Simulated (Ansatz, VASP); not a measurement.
**TaN: VASP beside Ansatz**

INCAR

```
SYSTEM = TaN
ALGO = Normal
EDIFF = 1E-6
ENCUT = 600
GGA = PE
GGA_COMPAT = .FALSE.
ISIF = 2
ISMEAR = 0
LASPH = .TRUE.
LCHARG = .TRUE.
LELF = .TRUE.
LREAL = .FALSE.
LVHAR = .TRUE.
LWAVE = .FALSE.
NBANDS = 15
NELM = 120
PREC = Accurate
SIGMA = 0.15
```

File KPOINTS:

```
k-points
0
G
  18 18 18
  0 0 0
```

File POSCAR:

```
TaN
1.0
    0.0000000000      2.3533200000      2.0046800000
    2.3533200000      0.0000000000      2.0046800000
    2.3533200000      2.3533200000      0.0000000000
Ta N
1 1
Direct
    0.5000000000      0.5000000000      0.5000000000
    0.0000000000      0.0000000000      0.0000000000
```

Input for Ansatz:

```yaml
crystal:
  lattice:
    - [0.0, 2.35332, 2.00468]
    - [2.35332, 0.0, 2.00468]
    - [2.35332, 2.35332, 0.0]
  atoms:
    - { symbol: Ta, position: [0.5, 0.5, 0.5] }
    - { symbol: "N", position: [0.0, 0.0, 0.0] }
basis:
  ecutwfc: 420
kpoints:
  mp_grid: { grid: [18, 18, 18] }
hamiltonian:
  xc: pbe
scf:
  occupations: { method: gaussian, width: 0.15 }
output:
  forces: true
  stress: true
  eigenvalues: true
  write_density: true
  write_potential: true
  elf: true
  volumetric_format: npy
```

Change from the starting cell: strain +0.080 along x and y, -0.080 along z, atoms carried along.

Alike in both runs: task single point; functional PBE; k mesh 18 × 18 × 18; occupations gaussian, width 0.15 eV; no spin polarisation.

```csv
,VASP,Ansatz
version,VASP 6.6.1,Ansatz 0.2.0
potentials or method,"VASP PAW PBE potentials, release 64 (Ta_pv, N), cutoff 600 eV","scalar-relativistic, plane waves, PAW"
valence electrons in the cell,16,18
```

```csv
,VASP,Ansatz,Ansatz less VASP
gap on the k mesh at the Fermi level (eV),none,none,-
pressure (GPa),13.1,12.3,-0.76
"traceless stress, the component that is largest in VASP (GPa)",63.18,62.42,-0.760
```

A gap of «none» marks a metal or a gap that the smearing closes. The functional is the same, so the differences come from potentials, cutoffs and numerics. VASP's potentials hold 16 valence electrons a cell and Ansatz's 18, so a difference there can come from the potentials and not from the codes.

Neither program's run includes spin-orbit coupling.
